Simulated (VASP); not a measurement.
# TiO2 in VASP: notebook

Runs on TiO2. Level: PBEsol. Tasks: single point.

Program: VASP 6.6.1. These are calculated values, not measurements. Logs are shortened: lines on timing, memory, paths and dates and some standing lists are left out, and cuts for length are marked.

## Step 1: The cell of the first run

The cell holds a slab with vacuum, 18 atoms: a = 2.939 Å, b = 4.591 Å, c = 27.876 Å, α = 90.00°, β = 90.00°, γ = 90.00°.

## Step 2: Single point, PBEsol

Contents of INCAR:

```
SYSTEM = TiO2
PREC = Accurate
ENCUT = 520
EDIFF = 1E-7
ISMEAR = 0
SIGMA = 0.05
LREAL = Auto
LASPH = .TRUE.
NELM = 60
ALGO = Normal
ISIF = 2
LWAVE = .FALSE.
LCHARG = .FALSE.
LDIPOL = .TRUE.
IDIPOL = 3
DIPOL = 0.5 0.5 0.498
GGA = PS
NBANDS = 87
```

Contents of KPOINTS:

```
Automatic mesh
0
G
  9 6 1
  0 0 0
```

Contents of POSCAR:

```
TiO2
1.0
    2.9389940238      0.0000000000      0.0000000000
    0.0000000000      4.5912476139      0.0000000000
    0.0000000000      0.0000000000     27.8758726922
O Ti
12 6
Direct
    0.5000000000      0.8094992674      0.2640553712
    0.0000000000      0.3396421233      0.2765268348
    0.0000000000      0.7112233495      0.3478840580
    0.5000000000      0.2092988536      0.3692976159
    0.5000000000      0.7983083934      0.4319977203
    0.0000000000      0.2999041412      0.4584357222
    0.0000000000      0.7324217966      0.5161508206
    0.5000000000      0.2344315351      0.5479741907
    0.5000000000      0.7796845286      0.5991469552
    0.0000000000      0.2140664512      0.6402943259
    0.0000000000      0.6514335438      0.6886197527
    0.5000000000      0.1254861923      0.7378090693
    0.5000000000      0.5192249101      0.3033879700
    0.0000000000     -0.0049865785      0.3895008127
    0.5000000000      0.5216588037      0.4756610244
    0.0000000000     -0.0018458604      0.5616297642
    0.5000000000      0.5158312788      0.6453009630
    0.0000000000      0.0447172704      0.7034957267
```

Potentials or basis: VASP PAW PBE potentials, release 64 (O, Ti_sv).

Command:

```console
$ cat potpaw_PBE.64/O/POTCAR potpaw_PBE.64/Ti_sv/POTCAR > POTCAR
$ mpirun -np 1 vasp_std > vasp.out
```

OUTCAR:

```text
SYSTEM = TiO2
   PREC = Accurate
   ENCUT = 520
   EDIFF = 1E-7
   ISMEAR = 0
   LREAL = Auto
   LASPH = .TRUE.
   NELM = 60
   ISIF = 2
   GGA = PS

 ion  position               nearest neighbor table
   1  0.500  0.809  0.264-  13 1.73
   2  0.000  0.340  0.277-  13 1.84  13 1.84
   3  0.000  0.711  0.348-  14 1.74  13 2.12  13 2.12
   4  0.500  0.209  0.369-  14 1.86  14 1.86  13 2.32
   5  0.500  0.798  0.432-  15 1.76  14 2.09  14 2.09
   6  0.000  0.300  0.458-  15 1.85  15 1.85  14 2.38
   7  0.000  0.732  0.516-  16 1.76  15 2.09  15 2.09
   8  0.500  0.234  0.548-  16 1.87  16 1.87  15 2.41
   9  0.500  0.780  0.599-  17 1.77  16 2.06  16 2.06
  10  0.000  0.214  0.640-  18 1.93  17 2.02  17 2.02  16 2.41
  11  0.000  0.651  0.689-  18 1.85  17 2.00  17 2.00
  12  0.500  0.125  0.738-  18 1.79  18 1.79
  13  0.500  0.519  0.303-   1 1.73   2 1.84   2 1.84   3 2.12   3 2.12   4 2.32
  14  0.000  0.995  0.390-   3 1.74   4 1.86   4 1.86   5 2.09   5 2.09   6 2.38
  15  0.500  0.522  0.476-   5 1.76   6 1.85   6 1.85   7 2.09   7 2.09   8 2.41
  16  0.000  0.998  0.562-   7 1.76   8 1.87   8 1.87   9 2.06   9 2.06  10 2.41
  17  0.500  0.516  0.645-   9 1.77  11 2.00  11 2.00  10 2.02  10 2.02
  18  0.000  0.045  0.703-  12 1.79  12 1.79  11 1.85  10 1.93

  LATTYP: Found a simple orthorhombic cell.
 ALAT       =     2.9389940238
 B/A-ratio  =     1.5621833786
 C/A-ratio  =     9.4848347654

  Lattice vectors:

 A1 = (   2.9389940238,   0.0000000000,   0.0000000000)
 A2 = (   0.0000000000,   4.5912476139,   0.0000000000)
 A3 = (   0.0000000000,   0.0000000000,  27.8758726922)

Analysis of symmetry for initial positions (statically):
=====================================================================
 Subroutine PRICEL returns:
 Original cell was already a primitive cell.

 Routine SETGRP: Setting up the symmetry group for a
 simple orthorhombic supercell.

 Subroutine GETGRP returns: Found  2 space group operations
 (whereof  2 operations were pure point group operations)
 out of a pool of  8 trial point group operations.

The static configuration has the point symmetry C_1h.

Analysis of symmetry for dynamics (positions and initial velocities):
=====================================================================
 Subroutine PRICEL returns:
 Original cell was already a primitive cell.

 Routine SETGRP: Setting up the symmetry group for a
 simple orthorhombic supercell.

 Subroutine GETGRP returns: Found  2 space group operations
 (whereof  2 operations were pure point group operations)
 out of a pool of  8 trial point group operations.

The dynamic configuration has the point symmetry C_1h.

 Subroutine INISYM returns: Found  2 space group operations
 (whereof  2 operations are pure point group operations),
 and found     1 'primitive' translations

----------------------------------------------------------------------------------------

                                     Primitive cell

  volume of cell :     376.1473

  direct lattice vectors                    reciprocal lattice vectors
     2.938994024  0.000000000  0.000000000     0.340252478  0.000000000  0.000000000
     0.000000000  4.591247614  0.000000000     0.000000000  0.217805722  0.000000000
     0.000000000  0.000000000 27.875872692     0.000000000  0.000000000  0.035873316

  length of vectors
     2.938994024  4.591247614 27.875872692     0.340252478  0.217805722  0.035873316

  position of ions in fractional coordinates (direct lattice)
     0.500000000  0.809499267  0.264055371
     0.000000000  0.339642123  0.276526835
     0.000000000  0.711223350  0.347884058
     0.500000000  0.209298854  0.369297616
     0.500000000  0.798308393  0.431997720
     0.000000000  0.299904141  0.458435722
[... 10 lines left out ...]
     0.500000000  0.515831279  0.645300963
     0.000000000  0.044717270  0.703495727

  ion indices of the primitive-cell ions
   primitive index   ion index
                 1           1
                 2           2
                 3           3
                 4           4
                 5           5
                 6           6
[... 10 lines left out ...]
                17          17
                18          18

----------------------------------------------------------------------------------------

 KPOINTS: Automatic mesh

Automatic generation of k-mesh.
 Grid dimensions read from file:
 generate k-points for:    9    6    1

 Generating k-lattice:

  Cartesian coordinates                     Fractional coordinates (reciprocal lattice)
     0.037805831  0.000000000  0.000000000     0.111111111  0.000000000  0.000000000
     0.000000000  0.036300954  0.000000000     0.000000000  0.166666667  0.000000000
     0.000000000  0.000000000  0.035873316     0.000000000  0.000000000  1.000000000

  Length of vectors
     0.037805831  0.036300954  0.035873316

  Shift w.r.t. Gamma in fractional coordinates (k-lattice)
     0.000000000  0.000000000  0.000000000

 Subroutine IBZKPT returns following result:
 ===========================================

 Found     20 irreducible k-points:

 Following reciprocal coordinates:
            Coordinates               Weight
  0.000000  0.000000  0.000000      1.000000
  0.111111  0.000000  0.000000      2.000000
  0.222222  0.000000  0.000000      2.000000
  0.333333  0.000000  0.000000      2.000000
  0.444444  0.000000  0.000000      2.000000
  0.000000  0.166667  0.000000      2.000000
[... 12 lines left out ...]
  0.333333  0.500000  0.000000      2.000000
  0.444444  0.500000  0.000000      2.000000
   k-points           NKPTS =     20   k-points in BZ     NKDIM =     20   number of bands    NBANDS=     87
   number of dos      NEDOS =    301   number of ions     NIONS =     18
   total plane-waves  NPLWV = 181440
   dimension x,y,z NGX =    24 NGY =   36 NGZ =  210
   dimension x,y,z NGXF=    48 NGYF=   72 NGZF=  420
   ions per type =              12   6
   NGX,Y,Z   is equivalent  to a cutoff of  13.58, 13.04, 12.52 a.u.
   NGXF,Y,Z  is equivalent  to a cutoff of  27.15, 26.07, 25.05 a.u.
 SYSTEM =  TiO2
   PREC   = accura    normal or accurate (medium, high low for compatibility)
   ISTART =      0    job   : 0-new  1-cont  2-samecut
   ICHARG =      2    charge: 1-file 2-atom 10-const
   ISPIN  =      1    spin polarized calculation?
   LNONCOLLINEAR =      F non collinear calculations
   LSORBIT =      F    spin-orbit coupling
   LASPH  =      T    aspherical Exc in radial PAW
   ENCUT  =  520.0 eV  38.22 Ry    6.18 a.u.   5.46  8.54 51.83*2*pi/ulx,y,z
   NELM   =     60;   NELMIN=  2; NELMDL= -5     # of ELM steps
   EDIFF  = 0.1E-06   stopping-criterion for ELM
   LREAL  =      T    real-space projection
   EDIFFG = 0.1E-05   stopping-criterion for IOM
   NSW    =      0    number of steps for IOM
   IBRION =     -1    ionic relax: 0-MD 1-quasi-New 2-CG
   NFREE  =      0    steps in history (QN), initial steepest desc. (CG)
   ISIF   =      2    stress and relaxation
   ISYM   =      2    0-nonsym 1-usesym 2-fastsym
   POTIM  = 0.5000    time-step for ionic-motion
   TEBEG  =    0.0;   TEEND  =   0.0 temperature during run
   PSTRESS=    0.0 pullay stress
   NELECT =     144.0000    total number of electrons
   NUPDOWN=      -1.0000    fix difference up-down
   EMIN   =  10.00;   EMAX   =-10.00  energy-range for DOS
   EFERMI =   0.00;   METHOD = LEGACY
   ISMEAR =     0;   SIGMA  =   0.05  broadening in eV -4-tet -1-fermi 0-gaus
   EFERMI_NEDOS =   21; number of points for ismear=-14 and -15
   IALGO  =     38    algorithm
   IMIX   =      4    mixing-type and parameters
     AMIX     =   0.40;   BMIX     =  1.00
     AMIX_MAG =   1.60;   BMIX_MAG =  1.00
  volume/ion in A,a.u.               =      20.90       141.02
  Fermi-wavevector in a.u.,A,eV,Ry     =   1.188711  2.246338 19.225500  1.413034
  Thomas-Fermi vector in A             =   2.324835
   LORBIT       =      0    0 simple, 1 ext, 2 COOP (PROOUT), +10 PAW based schemes
   GGA     = PS    functional components
   LHFCALC =     F    Hartree Fock is set to
   AEXX    =    0.0000 exact exchange contribution
   IVDW    =     0    specifies the selected vdW correction
   LEPSILON=     F    determine dielectric tensor
   LRPA    =     F    only Hartree local field effects (RPA)
 non-spin polarized calculation
 Gauss-broadening in eV      SIGMA  =   0.05
  energy-cutoff  :      520.00
  volume of cell :      376.15
 maximum number of plane-waves:     10185
 NGX is ok and might be reduce to    24
   NGX = 11   NGY = 17   NGZ =103

 dipolmoment           0.000000      0.000000      0.911540 electrons x Angstroem

 number of electron     143.9999965 magnetization

 dipolmoment           0.000000      0.000000     -0.339034 electrons x Angstroem

 Free energy of the ion-electron system (eV)
  ---------------------------------------------------
  ext. energy  EPLUGINS =         0.00000000
  ---------------------------------------------------
  free energy    TOTEN  =      -161.41896962 eV

  energy without entropy =     -161.40130928  energy(sigma->0) =     -161.41013945

 E-fermi :  -0.4615     XC(G=0):  -6.3449

 val. band max:       -0.4658306370   @ k =   0.3333   0.3333   0.0000
 cond. band min:      -0.4613610385   @ k =   0.2222   0.1667   0.0000
 fundamental gap:      0.0044695985
 Fermi energy:        -0.4614657752

 k-point     1 :       0.0000    0.0000    0.0000
  band No.  band energies     occupation
      1     -58.6995      2.00000
      2     -58.6337      2.00000
      3     -58.5501      2.00000
      4     -57.8844      2.00000
      5     -56.9823      2.00000
      6     -55.6033      2.00000
[... 76 lines left out ...]
     83       1.8748      0.00000
     84       2.1087      0.00000

 k-point     2 :       0.1111    0.0000    0.0000
  band No.  band energies     occupation
      1     -58.6933      2.00000
      2     -58.6282      2.00000
      3     -58.5453      2.00000
      4     -57.8789      2.00000
      5     -56.9769      2.00000
      6     -55.5977      2.00000
[... 1559 lines left out ...]
  band No.  band energies     occupation
      1     -58.6475      2.00000
      2     -58.5884      2.00000
      3     -58.5102      2.00000
      4     -57.8390      2.00000
      5     -56.9370      2.00000
      6     -55.5564      2.00000
[... 76 lines left out ...]
     83       1.8208      0.00000
     84       1.9809      0.00000
 [bands above 84 left out]

------------------------ aborting loop because EDIFF is reached ----------------------------------------

 vacuum level on the upper side and lower side of the slab       (xc-potential included)        -2.377         2.083

  FORCE on cell =-STRESS in cart. coord.  units (eV):
  Direction    XX          YY          ZZ          XY          YZ          ZX
  --------------------------------------------------------------------------------------
  -------------------------------------------------------------------------------------
  Total        9.6568126      4.5920952      0.8059176      0.0000000     -0.0321456      0.0000000
  in kB       41.1326313     19.5597624      3.4327591      0.0000000     -0.1369222      0.0000000
  external PRESSURE =      21.3750509 kB  Pullay stress =       0.0000000 kB

 VOLUME and BASIS-vectors are now :
 -----------------------------------------------------------------------------
  energy-cutoff  :      520.00
  volume of cell :      376.15
      direct lattice vectors                 reciprocal lattice vectors
     2.938994024  0.000000000  0.000000000     0.340252478  0.000000000  0.000000000
     0.000000000  4.591247614  0.000000000     0.000000000  0.217805722  0.000000000
     0.000000000  0.000000000 27.875872692     0.000000000  0.000000000  0.035873316

 POSITION                                       TOTAL-FORCE (eV/Angst)
 -----------------------------------------------------------------------------------
      1.46950      3.71661      7.36077         0.000000      0.135456     -0.119719
      0.00000      1.55938      7.70843         0.000000     -0.068801     -0.077347
      0.00000      3.26540      9.69757         0.000000     -0.092578     -0.080023
      1.46950      0.96094     10.29449         0.000000      0.085367     -0.055164
      1.46950      3.66523     12.04231         0.000000      0.069363     -0.060609
      0.00000      1.37693     12.77930         0.000000     -0.073459     -0.043439
[... 10 lines left out ...]
      1.46950      2.36831     17.98833         0.000000     -0.064036      0.031471
      0.00000      0.20531     19.61056         0.000000     -0.001398     -0.032574
 -----------------------------------------------------------------------------------
    total drift:                                0.000000     -0.031831      0.002643

  FREE ENERGIE OF THE ION-ELECTRON SYSTEM (eV)
  ---------------------------------------------------
  free  energy   TOTEN  =      -161.4189696210 eV

  energy  without entropy=     -161.4013092830  energy(sigma->0) =     -161.41013945

 vacuum level on the upper side and lower side of the slab         4.031         8.579
```

Run time: 53 min. Hardware: 1 thread of Intel Xeon Platinum 8259CL at 2.50GHz (Skylake/Cascade Lake), shared host; peak memory 0.67 GiB.

What came out:

```
Free energy            : -161.4190 eV
Largest force          : 0.194 eV/Å
Band gap on the k mesh : zero (bands 72 and 73 overlap by 0.34 eV)
```

Forces on the atoms (eV/Å):
```
O    0.000  0.135 -0.120
O    0.000 -0.069 -0.077
O    0.000 -0.093 -0.080
O    0.000  0.085 -0.055
O    0.000  0.069 -0.061
O    0.000 -0.073 -0.043
O    0.000 -0.080 -0.088
O    0.000  0.083 -0.043
O    0.000  0.055 -0.060
O    0.000 -0.013 -0.054
O    0.000 -0.041  0.021
O    0.000  0.042  0.101
Ti   0.000 -0.095  0.169
Ti   0.000  0.057  0.140
Ti   0.000 -0.018  0.123
Ti   0.000  0.021  0.129
Ti   0.000 -0.064  0.031
Ti   0.000 -0.001 -0.033
```

Caveat: the PAW data sets were made with another functional, which shifts forces and pressure a little; semilocal functionals often make such compounds metallic where correlation or magnetic order opens a gap, which also shifts bond lengths.

(Part 1 of 2 ends here.)
